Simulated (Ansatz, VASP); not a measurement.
## Two plane-wave programs on NiO

```
Ni O
1.0
     0.00000    2.09131    2.07040
     2.09131    0.00000    2.07040
     2.09131    2.09131    0.00000
Ni O
1 1
Cartesian
  0.0000 0.0000 0.0000
  2.0913 2.0913 2.0704
```

Change from the starting cell: zz strain of -1 %, PAW files.

Alike in both runs: task electric field gradients; functional PBE; k mesh 17 × 17 × 17; occupations fermi-dirac, width 0.03 eV; collinear spin.

|  | VASP | Ansatz |
| --- | --- | --- |
| version | VASP 6.6.1 | Ansatz 0.2.0 |
| potentials or method | VASP PAW PBE potentials, release 64 (Ni, O) | PAW with Ansatz's default frozen-core files, scalar-relativistic |
| plane-wave cutoff (eV) | 520 | 420 |
| valence electrons in the cell | 16 | 24 |

|  | VASP | Ansatz | Ansatz less VASP |
| --- | --- | --- | --- |
| pressure (GPa) | 5.7 | 6.1 | +0.35 |
| traceless stress, the component that is largest in VASP (GPa) | 0.74 | 0.70 | -0.046 |
| net moment per atom (μB) | 0.84 | 0.86 | +0.017 |
| size of the moment on the site where the two differ most (μB) | 0.25 | 0.27 | +0.020 |
| size of Vzz on the site where it differs most (V/Å²) | 2.1 | 2.3 | +0.16 |

Site moments also hang on the region over which each program counts them. VASP's potentials hold 16 valence electrons a cell and Ansatz's 24, so a difference there can come from the potentials and not from the codes.
